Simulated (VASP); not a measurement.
Write the native input for VASP 6.6.1 that does the following.

```
Task                   : single point
Functional             : PBE
Potentials or basis    : VASP PAW PBE potentials, release 64 (Bi_d)
Cutoff                 : 520 eV
k mesh                 : 6 × 6 × 6
Occupations            : fermi-dirac, width 0.1 eV
Spin                   : no spin polarisation
Dipole correction      : no
Further INCAR settings : ALGO = Normal; EDIFF = 1e-06; NBANDS = 22
```

The structure of Bi lies in POSCAR:

```
Bi
1.0
    2.2923225673      1.3234730513      4.0664059288
   -2.2923225673      1.3234730513      4.0664059288
    0.0000000000     -2.6469461026      4.0664059288
Bi
2
Direct
    0.2326737442      0.2326737442      0.2326737442
    0.7673262558      0.7673262558      0.7673262558
```

These files were run (other wordings do the same):

INCAR

```
SYSTEM = Bi
  PREC = Accurate
  ENCUT = 520
  EDIFF = 1E-6
  ISMEAR = -1
  SIGMA = 0.1
  LREAL = .FALSE.
  LASPH = .TRUE.
  NELM = 60
  ALGO = Normal
  ISIF = 2
  LWAVE = .FALSE.
  LCHARG = .TRUE.
  GGA = PE
  LELF = .TRUE.
  LVHAR = .TRUE.
  NBANDS = 22
```

KPOINTS

```
Automatic mesh
0
G
  6 6 6
  0 0 0
```

Potentials or basis: VASP PAW PBE potentials, release 64 (Bi_d).

The run is started by

```sh
$ cat potpaw_PBE.64/Bi_d/POTCAR > POTCAR
$ mpirun -np 1 vasp_std > vasp.out
```

It gave:

```
Pressure               : 0.0 GPa
Largest force          : 0.006 eV/Å
Band gap on the k mesh : zero (band 15 reaches 5.65 eV, above the bottom of band 16 at 5.57 eV)
```

Caveat: spin-orbit coupling is left out, which moves the levels of the heavy elements.

Run time: 28 s on 1 thread of Intel(R) Xeon(R) Platinum 8259CL CPU @ 2.50GHz (Skylake/Cascade Lake), with other jobs on the host, peak memory 0.21 GiB.
